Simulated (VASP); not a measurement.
# HfN (F-43m) in VASP: a series of runs

HfN is run at these levels: PBEsol, LDA, PBE; tasks: single point.

Program: VASP 6.6.1. These are calculated values, not measurements. Logs are shortened: lines on timing, memory, paths and dates and some standing lists are left out, and cuts for length are marked.

### 1 The cell of the first run

The structure is cubic, space group F-43m (No. 216). Conventional cell: a = 4.910 Å, b = 4.910 Å, c = 4.910 Å, α = 90.00°, β = 90.00°, γ = 90.00°. Hf (site symmetry -43m) has 4 N at 2.13 Å within 2.8 Å. Within 2.8 Å of N (site symmetry -43m) lie 4 Hf at 2.13 Å.

### 2 Single point, PBEsol

INCAR reads:

```
SYSTEM = HfN
  PREC = Accurate
  ENCUT = 520
  EDIFF = 1E-6
  ISMEAR = -1
  SIGMA = 0.05
  LREAL = .False.
  LASPH = .True.
  NELM = 60
  ALGO = Normal
  ISIF = 2
  LWAVE = .False.
  LCHARG = .False.
  GGA = PS
  NBANDS = 14
```

KPOINTS reads:

```
regular mesh
0
Gamma
  6 6 6
  0 0 0
```

POSCAR reads:

```
HfN
1.0
    0.0000000000      2.4548220000      2.4548220000
    2.4548220000      0.0000000000      2.4548220000
    2.4548220000      2.4548220000      0.0000000000
Hf N
1 1
Direct
    0.0000000000      0.0000000000      0.0000000000
    0.2500000000      0.2500000000      0.2500000000
```

Potentials or basis: VASP PAW PBE potentials, release 64 (Hf_pv, N).

The run is started by

```
> cat potpaw_PBE.64/Hf_pv/POTCAR potpaw_PBE.64/N/POTCAR > POTCAR
> mpirun -np 1 vasp_std > vasp.out
```

OUTCAR:

```text
SYSTEM = HfN
   PREC = Accurate
   ENCUT = 520
   EDIFF = 1E-6
   ISMEAR = -1
   LREAL = .False.
   LASPH = .True.
   NELM = 60
   ISIF = 2
   GGA = PS

 ion  position               nearest neighbor table
   1  0.000  0.000  0.000-   2 2.13   2 2.13   2 2.13   2 2.13
   2  0.250  0.250  0.250-   1 2.13   1 2.13   1 2.13   1 2.13

  LATTYP: Found a face centered cubic cell.
 ALAT       =     4.9096440000

  Lattice vectors:

 A1 = (   0.0000000000,   2.4548220000,   2.4548220000)
 A2 = (   2.4548220000,   0.0000000000,   2.4548220000)
 A3 = (   2.4548220000,   2.4548220000,   0.0000000000)

Analysis of symmetry for initial positions (statically):
=====================================================================
 Subroutine PRICEL returns:
 Original cell was already a primitive cell.

 Routine SETGRP: Setting up the symmetry group for a
 face centered cubic supercell.

 Subroutine GETGRP returns: Found 24 space group operations
 (whereof 24 operations were pure point group operations)
 out of a pool of 48 trial point group operations.

The static configuration has the point symmetry T_d .

Analysis of symmetry for dynamics (positions and initial velocities):
=====================================================================
 Subroutine PRICEL returns:
 Original cell was already a primitive cell.

 Routine SETGRP: Setting up the symmetry group for a
 face centered cubic supercell.

 Subroutine GETGRP returns: Found 24 space group operations
 (whereof 24 operations were pure point group operations)
 out of a pool of 48 trial point group operations.

The dynamic configuration has the point symmetry T_d .

 Subroutine INISYM returns: Found 24 space group operations
 (whereof 24 operations are pure point group operations),
 and found     1 'primitive' translations

----------------------------------------------------------------------------------------

                                     Primitive cell

  volume of cell :      29.5863

  direct lattice vectors                    reciprocal lattice vectors
     0.000000000  2.454822000  2.454822000    -0.203680756  0.203680756  0.203680756
     2.454822000  0.000000000  2.454822000     0.203680756 -0.203680756  0.203680756
     2.454822000  2.454822000  0.000000000     0.203680756  0.203680756 -0.203680756

  length of vectors
     3.471642566  3.471642566  3.471642566     0.352785417  0.352785417  0.352785417

  position of ions in fractional coordinates (direct lattice)
     0.000000000  0.000000000  0.000000000
     0.250000000  0.250000000  0.250000000

  ion indices of the primitive-cell ions
   primitive index   ion index
                 1           1
                 2           2

----------------------------------------------------------------------------------------

 KPOINTS: regular mesh

Automatic generation of k-mesh.
 Grid dimensions read from file:
 generate k-points for:    6    6    6

 Generating k-lattice:

  Cartesian coordinates                     Fractional coordinates (reciprocal lattice)
    -0.033946793  0.033946793  0.033946793     0.166666667  0.000000000  0.000000000
     0.033946793 -0.033946793  0.033946793     0.000000000  0.166666667  0.000000000
     0.033946793  0.033946793 -0.033946793     0.000000000  0.000000000  0.166666667

  Length of vectors
     0.058797570  0.058797570  0.058797570

  Shift w.r.t. Gamma in fractional coordinates (k-lattice)
     0.000000000  0.000000000  0.000000000

 Subroutine IBZKPT returns following result:
 ===========================================

 Found     16 irreducible k-points:

 Following reciprocal coordinates:
            Coordinates               Weight
  0.000000  0.000000  0.000000      1.000000
  0.166667  0.000000  0.000000      8.000000
  0.333333  0.000000  0.000000      8.000000
  0.500000  0.000000  0.000000      4.000000
  0.166667  0.166667  0.000000      6.000000
  0.333333  0.166667  0.000000     24.000000
[... 8 lines left out ...]
 -0.333333  0.333333  0.166667     24.000000
 -0.333333  0.500000  0.166667     12.000000
   k-points           NKPTS =     16   k-points in BZ     NKDIM =     16   number of bands    NBANDS=     14
   number of dos      NEDOS =    301   number of ions     NIONS =      2
   total plane-waves  NPLWV =  21952
   dimension x,y,z NGX =    28 NGY =   28 NGZ =   28
   dimension x,y,z NGXF=    56 NGYF=   56 NGZF=   56
   ions per type =               1   1
   NGX,Y,Z   is equivalent  to a cutoff of  13.41, 13.41, 13.41 a.u.
   NGXF,Y,Z  is equivalent  to a cutoff of  26.82, 26.82, 26.82 a.u.
 SYSTEM =  HfN
   PREC   = accura    normal or accurate (medium, high low for compatibility)
   ISTART =      0    job   : 0-new  1-cont  2-samecut
   ICHARG =      2    charge: 1-file 2-atom 10-const
   ISPIN  =      1    spin polarized calculation?
   LNONCOLLINEAR =      F non collinear calculations
   LSORBIT =      F    spin-orbit coupling
   LASPH  =      T    aspherical Exc in radial PAW
   ENCUT  =  520.0 eV  38.22 Ry    6.18 a.u.   6.45  6.45  6.45*2*pi/ulx,y,z
   NELM   =     60;   NELMIN=  2; NELMDL= -5     # of ELM steps
   EDIFF  = 0.1E-05   stopping-criterion for ELM
   LREAL  =      F    real-space projection
   EDIFFG = 0.1E-04   stopping-criterion for IOM
   NSW    =      0    number of steps for IOM
   IBRION =     -1    ionic relax: 0-MD 1-quasi-New 2-CG
   NFREE  =      0    steps in history (QN), initial steepest desc. (CG)
   ISIF   =      2    stress and relaxation
   ISYM   =      2    0-nonsym 1-usesym 2-fastsym
   POTIM  = 0.5000    time-step for ionic-motion
   TEBEG  =    0.0;   TEEND  =   0.0 temperature during run
   PSTRESS=    0.0 pullay stress
   NELECT =      15.0000    total number of electrons
   NUPDOWN=      -1.0000    fix difference up-down
   EMIN   =  10.00;   EMAX   =-10.00  energy-range for DOS
   EFERMI =   0.00;   METHOD = LEGACY
   ISMEAR =    -1;   SIGMA  =   0.05  broadening in eV -4-tet -1-fermi 0-gaus
   EFERMI_NEDOS =   21; number of points for ismear=-14 and -15
   IALGO  =     38    algorithm
   IMIX   =      4    mixing-type and parameters
     AMIX     =   0.40;   BMIX     =  1.00
     AMIX_MAG =   1.60;   BMIX_MAG =  1.00
  volume/ion in A,a.u.               =      14.79        99.83
  Fermi-wavevector in a.u.,A,eV,Ry     =   1.305395  2.466839 23.185087  1.704056
  Thomas-Fermi vector in A             =   2.436267
   LORBIT       =      0    0 simple, 1 ext, 2 COOP (PROOUT), +10 PAW based schemes
   GGA     = PS    functional components
   LHFCALC =     F    Hartree Fock is set to
   AEXX    =    0.0000 exact exchange contribution
   IVDW    =     0    specifies the selected vdW correction
   LEPSILON=     F    determine dielectric tensor
   LRPA    =     F    only Hartree local field effects (RPA)
 non-spin polarized calculation
  energy-cutoff  :      520.00
  volume of cell :       29.59
 maximum number of plane-waves:       821
 NGX is ok and might be reduce to    28
   NGX = 13   NGY = 13   NGZ = 13

 number of electron      15.0000001 magnetization

 Free energy of the ion-electron system (eV)
  ---------------------------------------------------
  ext. energy  EPLUGINS =         0.00000000
  ---------------------------------------------------
  free energy    TOTEN  =       -22.25980631 eV

  energy without entropy =      -22.25610544  energy(sigma->0) =      -22.25795588

 E-fermi :   5.7685     XC(G=0): -11.3957

 val. band max:        5.4875037558   @ k =   0.5000   0.3333   0.1667
 cond. band min:       5.8879941476   @ k =   0.3333   0.1667   0.0000
 fundamental gap:      0.4004903918
 Fermi energy:         5.7685234122

 k-point     1 :       0.0000    0.0000    0.0000
  band No.  band energies     occupation
      1     -25.4489      2.00000
      2     -25.4489      2.00000
      3     -25.4489      2.00000
      4     -10.5030      2.00000
      5       0.1463      2.00000
      6       0.1463      2.00000
      7       0.1463      2.00000
      8       4.8708      2.00000
      9       7.8075      0.00000
     10       7.8075      0.00000
     11      12.1880      0.00000
     12      12.1880      0.00000
     13      12.1880      0.00000
     14      17.9206      0.00000

 k-point     2 :       0.1667    0.0000    0.0000
  band No.  band energies     occupation
      1     -25.5723      2.00000
      2     -25.4647      2.00000
      3     -25.4647      2.00000
      4     -10.1971      2.00000
      5      -0.3065      2.00000
      6       0.3300      2.00000
      7       0.3300      2.00000
      8       6.1480      0.00101
      9       7.4773      0.00000
     10       7.4773      0.00000
     11      11.5755      0.00000
     12      12.6209      0.00000
     13      12.6209      0.00000
     14      15.8405      0.00000

 k-point     3 :       0.3333    0.0000    0.0000
  band No.  band energies     occupation
      1     -25.8084      2.00000
      2     -25.4962      2.00000
      3     -25.4962      2.00000
      4      -9.6423      2.00000
      5      -0.4246      2.00000
      6       0.6295      2.00000
      7       0.6295      2.00000
      8       7.4625      0.00000
      9       7.6103      0.00000
     10       7.6103      0.00000
     11      10.5968      0.00000
     12      12.0167      0.00000
     13      12.0167      0.00000
     14      13.7430      0.00000
[... 188 lines left out ...]
 k-point    15 :      -0.3333    0.3333    0.1667
  band No.  band energies     occupation
      1     -25.8417      2.00000
      2     -25.6804      2.00000
      3     -25.5732      2.00000
      4      -9.0997      2.00000
      5       0.0731      2.00000
      6       0.3241      2.00000
      7       1.6541      2.00000
      8       4.8956      2.00000
      9       7.2063      0.00000
     10       8.7258      0.00000
     11      11.2535      0.00000
     12      11.8840      0.00000
     13      13.5454      0.00000
     14      15.8459      0.00000

 k-point    16 :      -0.3333    0.5000    0.1667
  band No.  band energies     occupation
      1     -25.8594      2.00000
      2     -25.6707      2.00000
      3     -25.6114      2.00000
      4      -9.0147      2.00000
      5      -0.6171      2.00000
      6       1.1044      2.00000
      7       2.0299      2.00000
      8       4.3498      2.00000
      9       7.1262      0.00000
     10       9.1958      0.00000
     11      10.5438      0.00000
     12      11.8179      0.00000
     13      15.5822      0.00000
     14      16.4626      0.00000

------------------------ aborting loop because EDIFF is reached ----------------------------------------

  FORCE on cell =-STRESS in cart. coord.  units (eV):
  Direction    XX          YY          ZZ          XY          YZ          ZX
  --------------------------------------------------------------------------------------
  -------------------------------------------------------------------------------------
  Total       -1.1195815     -1.1195815     -1.1195815     -0.0000000      0.0000000      0.0000000
  in kB      -60.6284261    -60.6284261    -60.6284261     -0.0000000      0.0000000      0.0000000
  external PRESSURE =     -60.6284261 kB  Pullay stress =       0.0000000 kB

 VOLUME and BASIS-vectors are now :
 -----------------------------------------------------------------------------
  energy-cutoff  :      520.00
  volume of cell :       29.59
      direct lattice vectors                 reciprocal lattice vectors
     0.000000000  2.454822000  2.454822000    -0.203680756  0.203680756  0.203680756
     2.454822000  0.000000000  2.454822000     0.203680756 -0.203680756  0.203680756
     2.454822000  2.454822000  0.000000000     0.203680756  0.203680756 -0.203680756

 POSITION                                       TOTAL-FORCE (eV/Angst)
 -----------------------------------------------------------------------------------
      0.00000      0.00000      0.00000         0.000000     -0.000000      0.000000
      1.22741      1.22741      1.22741        -0.000000      0.000000     -0.000000
 -----------------------------------------------------------------------------------
    total drift:                               -0.000000     -0.000000     -0.000000

  FREE ENERGIE OF THE ION-ELECTRON SYSTEM (eV)
  ---------------------------------------------------
  free  energy   TOTEN  =       -22.2598063139 eV

  energy  without entropy=      -22.2561054403  energy(sigma->0) =      -22.25795588
```

It took 4.6 s on 1 thread of Intel Xeon 6975P-C (Granite Rapids), shared host; peak memory 0.15 GiB.

Results:

* Free energy: -22.2598 eV
* Pressure: -6.1 GPa

Levels at points of the mesh, in eV from the Fermi level:
| k point | band 4 | band 5 | band 6 | band 7 | band 8 | band 9 | band 10 | band 11 |
| --- | --- | --- | --- | --- | --- | --- | --- | --- |
| (0.00, 0.00, 0.00) | -16.27 | -5.62 | -5.62 | -5.62 | -0.90 | 2.04 | 2.04 | 6.42 |
| (0.50, 0.00, 0.00) | -15.17 | -5.89 | -5.03 | -5.03 | 1.38 | 2.54 | 2.54 | 4.01 |
| (0.50, 0.50, 0.00) | -14.80 | -7.09 | -3.77 | -3.77 | -1.31 | 1.97 | 3.84 | 4.48 |

Caveat: the k points lie up to 0.37 Å⁻¹ apart; the PAW data sets were made with another functional, which shifts forces and pressure a little; spin-orbit coupling is left out, which moves the levels of the heavy elements.

[end of part 1 of 2]
